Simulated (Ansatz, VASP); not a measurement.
# One calculation of TiO2, two programs

INCAR

```
PREC = Accurate
ENCUT = 520
EDIFF = 1E-6
ISMEAR = -1
SIGMA = 0.05
LREAL = False
LASPH = True
NELM = 150
ALGO = Normal
ISIF = 2
LWAVE = False
LCHARG = False
LMAXMIX = 4
LDAU = True
LDAUTYPE = 2
LDAUL = 2 -1
LDAUU = 2 0
LDAUJ = 0 0
LDAUPRINT = 1
GGA = PE
NBANDS = 33
```

File KPOINTS:

```
regular mesh
0
Gamma
  10 10 10
```

File POSCAR:

```
TiO2
1.0
   -1.8921000000      1.8921000000      4.7573000000
    1.8921000000     -1.8921000000      4.7573000000
    1.8921000000      1.8921000000     -4.7573000000
Ti O
2 4
Direct
    0.7500000000      0.2500000000      0.5000000000
    0.0000000000      0.0000000000      0.0000000000
    0.7919000000      0.7919000000      0.0000000000
    0.5419000000      0.0419000000      0.5000000000
    0.9581000000      0.4581000000      0.5000000000
    0.2081000000      0.2081000000      0.0000000000
```

input.yaml

```yaml
crystal:
  lattice:
    - [-1.8921, 1.8921, 4.7573]
    - [1.8921, -1.8921, 4.7573]
    - [1.8921, 1.8921, -4.7573]
  atoms:
    - { symbol: Ti, position: [0.75, 0.25, 0.5] }
    - { symbol: Ti, position: [0.0, 0.0, 0.0] }
    - { symbol: O, position: [0.7919, 0.7919, 0.0] }
    - { symbol: O, position: [0.5419, 0.0419, 0.5] }
    - { symbol: O, position: [0.9581, 0.4581, 0.5] }
    - { symbol: O, position: [0.2081, 0.2081, 0.0] }
hamiltonian:
  xc: pbe
  pseudopotentials: { kind: paw }
  hubbard: { sites: [{ species: Ti, l: d, u_eff: 2.0 }] }
kpoints:
  mp_grid: { grid: [10, 10, 10] }
scf:
  occupations: { method: fermi_dirac, width: 0.05 }
  n_extra_bands: 15
output:
  forces: true
  stress: true
  eigenvalues: true
  dos: { projected: true, de: 0.05, nscf_kmesh: { grid: [15, 15, 15] } }
  write_density: true
  write_potential: true
  elf: true
  volumetric_format: npy
```

Alike in both runs: functional PBE; k mesh 10 × 10 × 10; occupations fermi-dirac, width 0.05 eV; no spin polarisation; Hubbard terms Ti d U = 2.0 eV.

|  | VASP | Ansatz |
| --- | --- | --- |
| version | VASP 6.6.1 | Ansatz 0.2.0 |
| potentials or method | VASP PAW PBE potentials, release 64 (Ti_sv, O) | Ansatz PAW |
| plane-wave cutoff (eV) | 520 | 420 |
| valence electrons in the cell | 48 | 48 |
| task | single point | projected density of states |

VASP gave:

| Item | Value |
| --- | --- |
| gap on the k mesh at the Fermi level (eV) | 2.38 |
| least direct gap on the mesh (eV) | 2.73 |
| pressure (GPa) | 9.6 |
| traceless stress, the component that is largest in VASP (GPa) | 0.30 |
| rms of the force components (eV/Å) | 0.083 |

Problem. Estimate Ansatz's values.

Solution. gap on the k mesh at the Fermi level (eV): 2.37; least direct gap on the mesh (eV): 2.71; pressure (GPa): 6.8; traceless stress, the component that is largest in VASP (GPa): 0.64; rms of the force components (eV/Å): 0.038.

The programs project onto different local orbitals, so the same U acts differently, and such runs can settle in different states. Atom by atom the forces differ by 0.045 eV/Å (rms over components).
